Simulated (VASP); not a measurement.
# Zn in VASP: a series of runs

The runs below take Zn through single point, with LDA.

Everything below comes from runs of VASP 6.6.1. Logs are shortened: lines on timing, memory, paths and dates and some standing lists are left out, and cuts for length are marked.

### Step 1. The cell of the first run

The cell holds a slab with vacuum, 3 atoms: a = 2.575 Å, b = 2.575 Å, c = 20.714 Å, α = 90.00°, β = 90.00°, γ = 120.00°.

### Step 2. Single point, LDA

Input file INCAR:

```
  PREC = Accurate
  ENCUT = 520
  EDIFF = 1E-7
  ISMEAR = -1
  SIGMA = 0.1
  LREAL = False
  LASPH = True
  NELM = 80
  ALGO = Normal
  ISIF = 2
  LWAVE = False
  LCHARG = False
  LDIPOL = True
  IDIPOL = 3
  DIPOL = 0.5 0.5 0.500
  NBANDS = 25
```

Input file KPOINTS:

```
regular mesh
0
Gamma
  16 16 1
```

Input file POSCAR:

```
Zn
1.0
    2.5745889077      0.0000000000      0.0000000000
   -1.2872944539      2.2296593984      0.0000000000
    0.0000000000      0.0000000000     20.7136000000
Zn
3
Direct
    0.0000000000      0.0000000000      0.3862205764
    0.3333333340      0.6666666660      0.5000000000
    0.0000000000      0.0000000000      0.6137794236
```

Potentials or basis: VASP PAW LDA potentials, release 64 (Zn).

Run with:

```bash
$ cat potpaw_LDA.64/Zn/POTCAR > POTCAR
$ mpirun -np 1 vasp_std > vasp.out
```

OUTCAR:

```text
PREC = Accurate
   ENCUT = 520
   EDIFF = 1E-7
   ISMEAR = -1
   LREAL = False
   LASPH = True
   NELM = 80
   ISIF = 2

 ion  position               nearest neighbor table
   1  0.000  0.000  0.386-   2 2.79   2 2.79   2 2.79
   2  0.333  0.667  0.500-   1 2.79   3 2.79   1 2.79   3 2.79   1 2.79   3 2.79
   3  0.000  0.000  0.614-   2 2.79   2 2.79   2 2.79

  LATTYP: Found a hexagonal cell.
 ALAT       =     2.5745889077
 C/A-ratio  =     8.0454009330

  Lattice vectors:

 A1 = (   2.5745889077,   0.0000000000,   0.0000000000)
 A2 = (  -1.2872944539,   2.2296593984,   0.0000000000)
 A3 = (   0.0000000000,   0.0000000000,  20.7136000000)

Analysis of symmetry for initial positions (statically):
=====================================================================
 Subroutine PRICEL returns:
 Original cell was already a primitive cell.

 Routine SETGRP: Setting up the symmetry group for a
 hexagonal supercell.

 Subroutine GETGRP returns: Found 12 space group operations
 (whereof 12 operations were pure point group operations)
 out of a pool of 24 trial point group operations.

The static configuration has the point symmetry D_3h.

Analysis of symmetry for dynamics (positions and initial velocities):
=====================================================================
 Subroutine PRICEL returns:
 Original cell was already a primitive cell.

 Routine SETGRP: Setting up the symmetry group for a
 hexagonal supercell.

 Subroutine GETGRP returns: Found 12 space group operations
 (whereof 12 operations were pure point group operations)
 out of a pool of 24 trial point group operations.

The dynamic configuration has the point symmetry D_3h.

 Subroutine INISYM returns: Found 12 space group operations
 (whereof 12 operations are pure point group operations),
 and found     1 'primitive' translations

----------------------------------------------------------------------------------------

                                     Primitive cell

  volume of cell :     118.9055

  direct lattice vectors                    reciprocal lattice vectors
     2.574588908  0.000000000  0.000000000     0.388411523  0.224249498  0.000000000
    -1.287294454  2.229659398  0.000000000     0.000000000  0.448498995  0.000000000
     0.000000000  0.000000000 20.713600000     0.000000000  0.000000000  0.048277460

  length of vectors
     2.574588908  2.574588908 20.713600000     0.448498995  0.448498995  0.048277460

  position of ions in fractional coordinates (direct lattice)
     0.000000000  0.000000000  0.386220576
     0.333333334  0.666666666  0.500000000
     0.000000000  0.000000000  0.613779424

  ion indices of the primitive-cell ions
   primitive index   ion index
                 1           1
                 2           2
                 3           3

----------------------------------------------------------------------------------------

 KPOINTS: regular mesh

Automatic generation of k-mesh.
 Grid dimensions read from file:
 generate k-points for:   16   16    1

 Generating k-lattice:

  Cartesian coordinates                     Fractional coordinates (reciprocal lattice)
     0.024275720  0.014015594  0.000000000     0.062500000 -0.000000000  0.000000000
     0.000000000  0.028031187  0.000000000     0.000000000  0.062500000  0.000000000
     0.000000000  0.000000000  0.048277460     0.000000000  0.000000000  1.000000000

  Length of vectors
     0.028031187  0.028031187  0.048277460

  Shift w.r.t. Gamma in fractional coordinates (k-lattice)
     0.000000000  0.000000000  0.000000000

 Subroutine IBZKPT returns following result:
 ===========================================

 Found     30 irreducible k-points:

 Following reciprocal coordinates:
            Coordinates               Weight
  0.000000  0.000000  0.000000      1.000000
  0.062500  0.000000  0.000000      6.000000
  0.125000  0.000000  0.000000      6.000000
  0.187500  0.000000  0.000000      6.000000
  0.250000  0.000000  0.000000      6.000000
  0.312500  0.000000  0.000000      6.000000
[... 16 lines left out ...]
  0.187500  0.187500  0.000000      6.000000
  0.250000  0.187500  0.000000     12.000000
 [... further k-points ...]
   k-points           NKPTS =     30   k-points in BZ     NKDIM =     30   number of bands    NBANDS=     25
   number of dos      NEDOS =    301   number of ions     NIONS =      3
   total plane-waves  NPLWV =  64000
   dimension x,y,z NGX =    20 NGY =   20 NGZ =  160
   dimension x,y,z NGXF=    40 NGYF=   40 NGZF=  320
   ions per type =               3
   NGX,Y,Z   is equivalent  to a cutoff of  12.91, 12.91, 12.84 a.u.
   NGXF,Y,Z  is equivalent  to a cutoff of  25.83, 25.83, 25.68 a.u.
 SYSTEM =  unknown system
   PREC   = accura    normal or accurate (medium, high low for compatibility)
   ISTART =      0    job   : 0-new  1-cont  2-samecut
   ICHARG =      2    charge: 1-file 2-atom 10-const
   ISPIN  =      1    spin polarized calculation?
   LNONCOLLINEAR =      F non collinear calculations
   LSORBIT =      F    spin-orbit coupling
   LASPH  =      T    aspherical Exc in radial PAW
   ENCUT  =  520.0 eV  38.22 Ry    6.18 a.u.   4.79  4.79 38.51*2*pi/ulx,y,z
   NELM   =     80;   NELMIN=  2; NELMDL= -5     # of ELM steps
   EDIFF  = 0.1E-06   stopping-criterion for ELM
   LREAL  =      F    real-space projection
   EDIFFG = 0.1E-05   stopping-criterion for IOM
   NSW    =      0    number of steps for IOM
   IBRION =     -1    ionic relax: 0-MD 1-quasi-New 2-CG
   NFREE  =      0    steps in history (QN), initial steepest desc. (CG)
   ISIF   =      2    stress and relaxation
   ISYM   =      2    0-nonsym 1-usesym 2-fastsym
   POTIM  = 0.5000    time-step for ionic-motion
   TEBEG  =    0.0;   TEEND  =   0.0 temperature during run
   PSTRESS=    0.0 pullay stress
   NELECT =      36.0000    total number of electrons
   NUPDOWN=      -1.0000    fix difference up-down
   EMIN   =  10.00;   EMAX   =-10.00  energy-range for DOS
   EFERMI =   0.00;   METHOD = LEGACY
   ISMEAR =    -1;   SIGMA  =   0.10  broadening in eV -4-tet -1-fermi 0-gaus
   EFERMI_NEDOS =   21; number of points for ismear=-14 and -15
   IALGO  =     38    algorithm
   IMIX   =      4    mixing-type and parameters
     AMIX     =   0.40;   BMIX     =  1.00
     AMIX_MAG =   1.60;   BMIX_MAG =  1.00
  volume/ion in A,a.u.               =      39.64       267.47
  Fermi-wavevector in a.u.,A,eV,Ry     =   1.099280  2.077338 16.441505  1.208417
  Thomas-Fermi vector in A             =   2.235672
   LORBIT       =      0    0 simple, 1 ext, 2 COOP (PROOUT), +10 PAW based schemes
   GGA     = CA    functional components
   LHFCALC =     F    Hartree Fock is set to
   AEXX    =    0.0000 exact exchange contribution
   IVDW    =     0    specifies the selected vdW correction
   LEPSILON=     F    determine dielectric tensor
   LRPA    =     F    only Hartree local field effects (RPA)
 non-spin polarized calculation
  energy-cutoff  :      520.00
  volume of cell :      118.91
 maximum number of plane-waves:      3224
 NGX is ok and might be reduce to    20
   NGX =  9   NGY =  9   NGZ = 77

 dipolmoment           0.000000      0.000000      0.000000 electrons x Angstroem

 number of electron      36.0000019 magnetization

 dipolmoment           0.000000      0.000000     -0.000000 electrons x Angstroem

 Free energy of the ion-electron system (eV)
  ---------------------------------------------------
  ext. energy  EPLUGINS =         0.00000000
  ---------------------------------------------------
  free energy    TOTEN  =        -5.25535494 eV

  energy without entropy =       -5.22985838  energy(sigma->0) =       -5.24260666

 E-fermi :  -1.8439     XC(G=0):  -5.1279

 val. band max:       -1.9224641802   @ k =   0.3750   0.1250   0.0000
 cond. band min:      -1.6779058705   @ k =   0.2500   0.0000   0.0000
 fundamental gap:      0.2445583096
 Fermi energy:        -1.8438953682

 k-point     1 :       0.0000    0.0000    0.0000
  band No.  band energies     occupation
      1     -12.3380      2.00000
      2     -11.0034      2.00000
      3     -10.6820      2.00000
      4      -9.7908      2.00000
      5      -9.6363      2.00000
      6      -9.6363      2.00000
[... 17 lines left out ...]
     24       4.2233      0.00000
     25       6.7203      0.00000

 k-point     2 :       0.0625    0.0000    0.0000
  band No.  band energies     occupation
      1     -12.2158      2.00000
      2     -10.8999      2.00000
      3     -10.6169      2.00000
      4      -9.7797      2.00000
      5      -9.6532      2.00000
      6      -9.6046      2.00000
[... 17 lines left out ...]
     24       4.3382      0.00000
     25       6.8384      0.00000

 k-point     3 :       0.1250    0.0000    0.0000
  band No.  band energies     occupation
      1     -11.8582      2.00000
      2     -10.6151      2.00000
      3     -10.4445      2.00000
      4      -9.7584      2.00000
      5      -9.6862      2.00000
      6      -9.5492      2.00000
[... 17 lines left out ...]
     24       4.6823      0.00000
     25       7.1916      0.00000

 k-point     4 :       0.1875    0.0000    0.0000
  band No.  band energies     occupation
      1     -11.3075      2.00000
      2     -10.2656      2.00000
      3     -10.2469      2.00000
      4      -9.7492      2.00000
      5      -9.6962      2.00000
      6      -9.6913      2.00000
[... 17 lines left out ...]
     24       5.2534      0.00000
     25       7.7677      0.00000

 k-point     5 :       0.2500    0.0000    0.0000
  band No.  band energies     occupation
      1     -10.7258      2.00000
      2     -10.1577      2.00000
      3     -10.1082      2.00000
      4      -9.8149      2.00000
      5      -9.7352      2.00000
      6      -9.6255      2.00000
[... 17 lines left out ...]
     24       6.0298      0.00000
     25       6.2528      0.00000

 k-point     6 :       0.3125    0.0000    0.0000
  band No.  band energies     occupation
      1     -10.4581      2.00000
      2     -10.1627      2.00000
      3     -10.1551      2.00000
      4      -9.9209      2.00000
      5      -9.7860      2.00000
      6      -9.4314      2.00000
[... 17 lines left out ...]
     24       5.6483      0.00000
     25       6.8738      0.00000
[... 393 lines left out ...]
 k-point    21 :       0.3750    0.1250    0.0000
  band No.  band energies     occupation
      1     -10.3304      2.00000
      2     -10.1928      2.00000
      3     -10.0954      2.00000
      4      -9.9618      2.00000
      5      -9.8048      2.00000
      6      -9.5967      2.00000
[... 17 lines left out ...]
     24       6.4150      0.00000
     25       6.8846      0.00000

 k-point    22 :       0.4375    0.1250    0.0000
  band No.  band energies     occupation
      1     -10.3506      2.00000
      2     -10.2101      2.00000
      3     -10.1099      2.00000
      4      -9.9819      2.00000
      5      -9.8134      2.00000
      6      -9.6089      2.00000
[... 17 lines left out ...]
     24       6.2350      0.00000
     25       7.1917      0.00000

 k-point    23 :       0.1875    0.1875    0.0000
  band No.  band energies     occupation
      1     -10.0830      2.00000
      2     -10.0167      2.00000
      3      -9.9704      2.00000
      4      -9.8584      2.00000
      5      -9.6585      2.00000
      6      -9.5883      2.00000
[... 17 lines left out ...]
     24       5.9252      0.00000
     25       6.9806      0.00000

 k-point    24 :       0.2500    0.1875    0.0000
  band No.  band energies     occupation
      1     -10.0663      2.00000
      2     -10.0656      2.00000
      3      -9.9555      2.00000
      4      -9.7405      2.00000
      5      -9.7274      2.00000
      6      -9.5865      2.00000
[... 17 lines left out ...]
     24       6.2386      0.00000
     25       6.7525      0.00000

 [... further k-points ...]

------------------------ aborting loop because EDIFF is reached ----------------------------------------

 vacuum level on the upper side and lower side of the slab       (xc-potential included)        -0.079        -0.079

  FORCE on cell =-STRESS in cart. coord.  units (eV):
  Direction    XX          YY          ZZ          XY          YZ          ZX
  --------------------------------------------------------------------------------------
  -------------------------------------------------------------------------------------
  Total       -1.2000788     -1.2000788     -0.2055803      0.0000000      0.0000000      0.0000000
  in kB      -16.1703104    -16.1703104     -2.7700651      0.0000000      0.0000000      0.0000000
  external PRESSURE =     -11.7035620 kB  Pullay stress =       0.0000000 kB

 VOLUME and BASIS-vectors are now :
 -----------------------------------------------------------------------------
  energy-cutoff  :      520.00
  volume of cell :      118.91
      direct lattice vectors                 reciprocal lattice vectors
     2.574588908  0.000000000  0.000000000     0.388411523  0.224249498  0.000000000
    -1.287294454  2.229659398  0.000000000     0.000000000  0.448498995  0.000000000
     0.000000000  0.000000000 20.713600000     0.000000000  0.000000000  0.048277460

 POSITION                                       TOTAL-FORCE (eV/Angst)
 -----------------------------------------------------------------------------------
      0.00000      0.00000      8.00002         0.000000     -0.000000      0.042028
      0.00000      1.48644     10.35680         0.000000      0.000000      0.000000
      0.00000      0.00000     12.71358        -0.000000     -0.000000     -0.042028
 -----------------------------------------------------------------------------------
    total drift:                               -0.000000      0.000000     -0.000000

  FREE ENERGIE OF THE ION-ELECTRON SYSTEM (eV)
  ---------------------------------------------------
  free  energy   TOTEN  =        -5.2553549357 eV

  energy  without entropy=       -5.2298583819  energy(sigma->0) =       -5.24260666

 vacuum level on the upper side and lower side of the slab         2.718         2.718
```

It took 61 s on 1 thread of Intel Xeon 6975P-C (Granite Rapids), shared host; peak memory 0.23 GiB.

Results:

| Item | Value |
| --- | --- |
| Free energy | -5.2554 eV |
| Largest force | 0.042 eV/Å |
| Band gap on the k mesh | zero (bands 18 and 19 overlap by 3.58 eV) |

Forces on the atoms (eV/Å):
```
Zn   0.000  0.000  0.042
Zn   0.000  0.000  0.000
Zn   0.000  0.000 -0.042
```

### Step 3. Single point, LDA

INCAR is that of step 2.

Input file KPOINTS:

```
Automatic mesh
0
Gamma
  16 16 1
```

Input file POSCAR:

```
Zn
1.0
    2.5745889077      0.0000000000      0.0000000000
   -1.2872944539      2.2296593984      0.0000000000
    0.0000000000      0.0000000000     20.7136000000
Zn
3
Direct
    0.0000000000      0.0000000000      0.3880181009
    0.3333333333      0.6666666667      0.4999999892
    0.0000000000      0.0000000000      0.6119819099
```

Potentials or basis: VASP PAW LDA potentials, release 64 (Zn).

Run with:

```bash
$ cat potpaw_LDA.64/Zn/POTCAR > POTCAR
$ mpirun -np 1 vasp_std > vasp.out
```

It took 63 s on 1 thread of Intel Xeon 6975P-C (Granite Rapids), shared host; peak memory 0.23 GiB.

Results (log left out):

- Free energy: -5.2561 eV
- Largest force: 0.022 eV/Å
- Band gap on the k mesh: zero (bands 18 and 19 overlap by 3.46 eV)

Forces in eV/Å, atoms in the order of the input:
```
Zn   0.000  0.000 -0.022
Zn   0.000  0.000  0.000
Zn   0.000  0.000  0.022
```

Levels at points of the mesh, in eV from the Fermi level:
```csv
k point,band 16,band 17,band 18,band 19,band 20,band 21
"(0.00, 0.00, 0.00)",-6.95,-6.95,-4.84,-2.18,2.03,4.10
"(0.50, 0.00, 0.00)",-2.52,-1.66,-1.32,0.98,2.14,3.01
```
